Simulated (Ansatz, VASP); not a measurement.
## SiMo3: VASP beside Ansatz

```
Si Mo
1.0
     4.90645    0.00000    0.00000
     0.00000    4.90645    0.00000
     0.00000    0.00000    4.90645
Si Mo
2 6
Direct
  0.98823 0.98823 0.98823
  0.48823 0.48823 0.48823
  0.25000 0.00000 0.50000
  0.50000 0.75000 0.00000
  0.75000 0.00000 0.50000
  0.50000 0.25000 0.00000
  0.00000 0.50000 0.75000
  0.00000 0.50000 0.25000
```

Change from the starting cell: all Si atoms moved -0.100 Å, as atom 1 along Cartesian [1 1 1].

Alike in both runs: task single point; functional PBE; k mesh 8 × 8 × 8; occupations gaussian, width 0.15 eV; no spin polarisation.

|  | VASP | Ansatz |
| --- | --- | --- |
| version | VASP 6.6.1 | Ansatz 0.2.0 |
| potentials or method | VASP PAW PBE potentials, release 64 (Si, Mo_sv), cutoff 520 eV | scalar-relativistic, plane waves, PAW |
| valence electrons in the cell | 92 | 92 |

```csv
,VASP,Ansatz,Ansatz less VASP
gap on the k mesh at the Fermi level (eV),none,none,-
pressure (GPa),0.9,0.4,-0.47
"traceless stress, the component that is largest in VASP (GPa)",0.11,0.11,0.000
rms of the force components (eV/Å),0.295,0.294,-0.0007
```

Atom by atom the forces differ by 0.001 eV/Å (rms over components). A gap of «none» marks a metal or a gap that the smearing closes.
